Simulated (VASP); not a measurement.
# Al in VASP: relaxation of the atoms with PBEsol

Aim: the relaxation of the atoms of Al with PBEsol.

Program: VASP 6.6.1. These are calculated values, not measurements. Logs are shortened: lines on timing, memory, paths and dates and some standing lists are left out, and cuts for length are marked.

## (1) The cell of the first run

The cell holds a slab with vacuum, 9 atoms: a = 2.836 Å, b = 2.836 Å, c = 32.644 Å, α = 90.00°, β = 90.00°, γ = 120.00°.

## (2) Relaxation of the atoms, PBEsol

Contents of INCAR:

```
SYSTEM = Al
  PREC = Accurate
  ENCUT = 520
  EDIFF = 1E-6
  ISMEAR = 0
  SIGMA = 0.1
  LREAL = .FALSE.
  LASPH = .TRUE.
  NELM = 100
  ALGO = Normal
  ISIF = 2
  LWAVE = .FALSE.
  LCHARG = .FALSE.
  LDIPOL = .TRUE.
  IDIPOL = 3
  DIPOL = 0.5 0.5 0.500
  GGA = PS
  IBRION = 2
  NSW = 70
  EDIFFG = -0.03
```

Contents of KPOINTS:

```
Automatic mesh
0
G
  12 12 1
  0 0 0
```

Contents of POSCAR:

```
Al
1.0
    2.8360890835      0.0000000000      0.0000000000
   -1.4180445418      2.4561251937      0.0000000000
    0.0000000000      0.0000000000     32.6439268992
Al
9
Selective dynamics
Direct
    0.3333333333      0.6666666667      0.2144349858  F F F
    0.0000000000      0.0000000000      0.2858262393  F F F
    0.6666666667      0.3333333333      0.3572174929  F F F
    0.0000000000      0.0000000000      0.4286087464  F F F
    0.3333333333      0.6666666667      0.5000000000  T T T
    0.0000000000      0.0000000000      0.5713912536  T T T
    0.6666666667      0.3333333333      0.6427825071  T T T
    0.0000000000      0.0000000000      0.7141737607  T T T
    0.3333333333      0.6666666667      0.7855650142  T T T
```

Potentials or basis: VASP PAW PBE potentials, release 64 (Al).

Command:

```sh
$ cat potpaw_PBE.64/Al/POTCAR > POTCAR
$ mpirun -np 1 vasp_std > vasp.out
```

OUTCAR:

```text
SYSTEM = Al
   PREC = Accurate
   ENCUT = 520
   EDIFF = 1E-6
   ISMEAR = 0
   LREAL = .FALSE.
   LASPH = .TRUE.
   NELM = 100
   ISIF = 2
   GGA = PS
   IBRION = 2
   NSW = 70
   EDIFFG = -0.03

 ion  position               nearest neighbor table
   1  0.333  0.667  0.214-   2 2.85   2 2.85   2 2.85
   2  0.000  0.000  0.286-   1 2.85   1 2.85   1 2.85   3 2.85   3 2.85   3 2.85
   3  0.667  0.333  0.357-   4 2.85   4 2.85   4 2.85   2 2.85   2 2.85   2 2.85
   4  0.000  0.000  0.429-   3 2.85   3 2.85   3 2.85   5 2.85   5 2.85   5 2.85
   5  0.333  0.667  0.500-   4 2.85   6 2.85   4 2.85   6 2.85   4 2.85   6 2.85
   6  0.000  0.000  0.571-   7 2.85   7 2.85   7 2.85   5 2.85   5 2.85   5 2.85
   7  0.667  0.333  0.643-   6 2.85   6 2.85   6 2.85   8 2.85   8 2.85   8 2.85
   8  0.000  0.000  0.714-   9 2.85   9 2.85   9 2.85   7 2.85   7 2.85   7 2.85
   9  0.333  0.667  0.786-   8 2.85   8 2.85   8 2.85

  LATTYP: Found a hexagonal cell.
 ALAT       =     2.8360890835
 C/A-ratio  =    11.5101909489

  Lattice vectors:

 A1 = (   2.8360890835,   0.0000000000,   0.0000000000)
 A2 = (  -1.4180445418,   2.4561251937,   0.0000000000)
 A3 = (   0.0000000000,   0.0000000000,  32.6439268992)

Analysis of symmetry for initial positions (statically):
=====================================================================
 Subroutine PRICEL returns:
 Original cell was already a primitive cell.

 Routine SETGRP: Setting up the symmetry group for a
 hexagonal supercell.

 Subroutine GETGRP returns: Found 12 space group operations
 (whereof 12 operations were pure point group operations)
 out of a pool of 24 trial point group operations.

The static configuration has the point symmetry D_3h.

Analysis of symmetry for dynamics (positions and initial velocities):
=====================================================================
 Subroutine PRICEL returns:
 Original cell was already a primitive cell.

 Routine SETGRP: Setting up the symmetry group for a
 hexagonal supercell.

 Subroutine GETGRP returns: Found 12 space group operations
 (whereof 12 operations were pure point group operations)
 out of a pool of 24 trial point group operations.

The dynamic configuration has the point symmetry D_3h.

Analysis of constrained symmetry for selective dynamics:
=====================================================================
[... 138 lines left out ...]
     AMIX_MAG =   1.60;   BMIX_MAG =  1.00
  volume/ion in A,a.u.               =      25.27       170.50
  Fermi-wavevector in a.u.,A,eV,Ry     =   0.804647  1.520562  8.809175  0.647456
  Thomas-Fermi vector in A             =   1.912742
   LORBIT       =      0    0 simple, 1 ext, 2 COOP (PROOUT), +10 PAW based schemes
   GGA     = PS    functional components
   LHFCALC =     F    Hartree Fock is set to
   AEXX    =    0.0000 exact exchange contribution
   IVDW    =     0    specifies the selected vdW correction
   LEPSILON=     F    determine dielectric tensor
   LRPA    =     F    only Hartree local field effects (RPA)
 conjugate gradient relaxation of ions
 non-spin polarized calculation
 Gauss-broadening in eV      SIGMA  =   0.10
  energy-cutoff  :      520.00
  volume of cell :      227.39
 maximum number of plane-waves:      6164
 NGX is ok and might be reduce to    24
   NGX = 11   NGY = 11   NGZ =121

--------------------------------------- Ionic step        1  -------------------------------------------

 number of electron      27.0000000 magnetization

 Free energy of the ion-electron system (eV)
  ---------------------------------------------------
  ext. energy  EPLUGINS =         0.00000000
  ---------------------------------------------------
  free energy    TOTEN  =       -35.91049667 eV

  energy without entropy =      -35.88647569  energy(sigma->0) =      -35.89848618

------------------------ aborting loop because EDIFF is reached ----------------------------------------

  FORCE on cell =-STRESS in cart. coord.  units (eV):
  Direction    XX          YY          ZZ          XY          YZ          ZX
  --------------------------------------------------------------------------------------
  -------------------------------------------------------------------------------------
  Total       -1.1083381     -1.1083381      0.1568025      0.0000000      0.0000000     -0.0000000
  in kB       -7.8092635     -7.8092635      1.1048182      0.0000000      0.0000000     -0.0000000
  external PRESSURE =      -4.8379030 kB  Pullay stress =       0.0000000 kB
[... 196 lines left out ...]
  FREE ENERGIE OF THE ION-ELECTRON SYSTEM (eV)
  ---------------------------------------------------
  free  energy   TOTEN  =       -35.9115999123 eV

  energy  without entropy=      -35.8879608637  energy(sigma->0) =      -35.89978039

 dipolmoment           0.000000      0.000000      0.000935 electrons x Angstroem

--------------------------------------- Ionic step        6  -------------------------------------------

 number of electron      27.0000000 magnetization

 dipolmoment           0.000000      0.000000     -0.000194 electrons x Angstroem

 Free energy of the ion-electron system (eV)
  ---------------------------------------------------
  ext. energy  EPLUGINS =         0.00000000
  ---------------------------------------------------
  free energy    TOTEN  =       -35.91178181 eV

  energy without entropy =      -35.88826378  energy(sigma->0) =      -35.90002279

 E-fermi :   3.7515     XC(G=0):  -7.1925

 val. band max:        3.7488353759   @ k =   0.4167  -0.0000   0.0000
 cond. band min:       3.7804627034   @ k =   0.3333   0.1667   0.0000
 fundamental gap:      0.0316273275
 Fermi energy:         3.7515155447

 k-point     1 :       0.0000    0.0000    0.0000
  band No.  band energies     occupation
      1      -7.3666      2.00000
      2      -7.1292      2.00000
      3      -6.7514      2.00000
      4      -6.2107      2.00000
      5      -5.5423      2.00000
      6      -4.7369      2.00000
[... 388 lines left out ...]
     17       3.1555      2.00000
     18       3.2979      2.00000

------------------------ aborting loop because EDIFF is reached ----------------------------------------

 vacuum level on the upper side and lower side of the slab       (xc-potential included)        -0.220        -0.212

  FORCE on cell =-STRESS in cart. coord.  units (eV):
  Direction    XX          YY          ZZ          XY          YZ          ZX
  --------------------------------------------------------------------------------------
  -------------------------------------------------------------------------------------
  Total       -1.1338832     -1.1338832      0.1391578      0.0000000      0.0000000      0.0000000
  in kB       -7.9892526     -7.9892526      0.9804950      0.0000000      0.0000000      0.0000000
  external PRESSURE =      -4.9993367 kB  Pullay stress =       0.0000000 kB
[... 24 lines left out ...]
  FREE ENERGIE OF THE ION-ELECTRON SYSTEM (eV)
  ---------------------------------------------------
  free  energy   TOTEN  =       -35.9117818052 eV

  energy  without entropy=      -35.8882637848  energy(sigma->0) =      -35.90002279

 reached required accuracy - stopping structural energy minimisation

 vacuum level on the upper side and lower side of the slab         7.680         7.708
```

OSZICAR:

```text
N       E                     dE             d eps       ncg     rms          rms(c)
DAV:   1     0.702021613498E+02    0.70202E+02   -0.92907E+03   684   0.112E+03
DAV:   2    -0.310746433655E+02   -0.10128E+03   -0.98299E+02   912   0.166E+02
DAV:   3    -0.365622616924E+02   -0.54876E+01   -0.50939E+01  1044   0.353E+01
DAV:   4    -0.368382105436E+02   -0.27595E+00   -0.27130E+00  1114   0.757E+00
[... 67 lines left out ...]
DAV:   3    -0.359119440456E+02   -0.41976E-04   -0.38970E-03   932   0.243E-01    0.300E-02
DAV:   4    -0.359117924540E+02    0.15159E-03   -0.15131E-03   864   0.153E-01    0.100E-02
DAV:   5    -0.359117839291E+02    0.85249E-05   -0.13740E-04   900   0.500E-02    0.826E-03
DAV:   6    -0.359117817921E+02    0.21370E-05   -0.20192E-05   924   0.229E-02    0.478E-03
DAV:   7    -0.359117818052E+02   -0.13074E-07   -0.11854E-06   538   0.757E-03
   6 F= -.35911782E+02 E0= -.35900023E+02  d E =-.181893E-03
```

CONTCAR:

```text
Al
   1.00000000000000
     2.8360890835000001    0.0000000000000000    0.0000000000000000
    -1.4180445418000001    2.4561251937000002    0.0000000000000000
     0.0000000000000000    0.0000000000000000   32.6439268991999967
  Al
     9
Selective dynamics
Direct
     0.3333333332999970    0.6666666667000030    0.2144349857999970   F   F   F
     0.0000000000000000    0.0000000000000000    0.2858262393000004   F   F   F
     0.6666666667000030    0.3333333332999970    0.3572174928999985   F   F   F
     0.0000000000000000    0.0000000000000000    0.4286087464000019   F   F   F
     0.3333333332999970    0.6666666667000030    0.4999351851942701   T   T   T
     0.0000000000000000    0.0000000000000000    0.5709263746354358   T   T   T
     0.6666666667000030    0.3333333332999970    0.6429166949227726   T   T   T
     1.0000000000000000    1.0000000000000000    0.7139724634183557   T   T   T
     0.3333333332999970    0.6666666667000030    0.7858215142954805   T   T   T

  0.00000000E+00  0.00000000E+00  0.00000000E+00
  0.00000000E+00  0.00000000E+00  0.00000000E+00
  0.00000000E+00  0.00000000E+00  0.00000000E+00
  0.00000000E+00  0.00000000E+00  0.00000000E+00
  0.00000000E+00  0.00000000E+00  0.00000000E+00
  0.00000000E+00  0.00000000E+00  0.00000000E+00
  0.00000000E+00  0.00000000E+00  0.00000000E+00
  0.00000000E+00  0.00000000E+00  0.00000000E+00
  0.00000000E+00  0.00000000E+00  0.00000000E+00
```

Run time: 14 min. Hardware: 1 thread of Intel Xeon 8259CL, shared host; peak memory 0.4 GiB.

What came out:

- Free energy: -35.9118 eV
- Energy gained by relaxing: 0.1 meV/atom
- Ionic steps: 6

The path:
```
step  energy change (eV)  largest force on free atoms (eV/Å)  pressure (GPa)
   1              0.0000                              0.0919           -0.48
   2             -0.0006                              0.0664           -0.49
   3             -0.0009                              0.0469           -0.49
   4             -0.0011                              0.0444           -0.50
   5             -0.0011                              0.0327           -0.50
   6             -0.0013                              0.0286           -0.50
```

Final structure:
```
Al
1.0
     2.83609    0.00000    0.00000
    -1.41804    2.45613    0.00000
     0.00000    0.00000   32.64393
Al
9
Direct
  0.33333 0.66667 0.21443
  0.00000 0.00000 0.28583
  0.66667 0.33333 0.35722
  0.00000 0.00000 0.42861
  0.33333 0.66667 0.49994
  0.00000 0.00000 0.57093
  0.66667 0.33333 0.64292
  0.00000 0.00000 0.71397
  0.33333 0.66667 0.78582
```

Caveat: the highest band is partly filled, so the run has too few bands; the PAW data sets were made with another functional, which shifts forces and pressure a little.
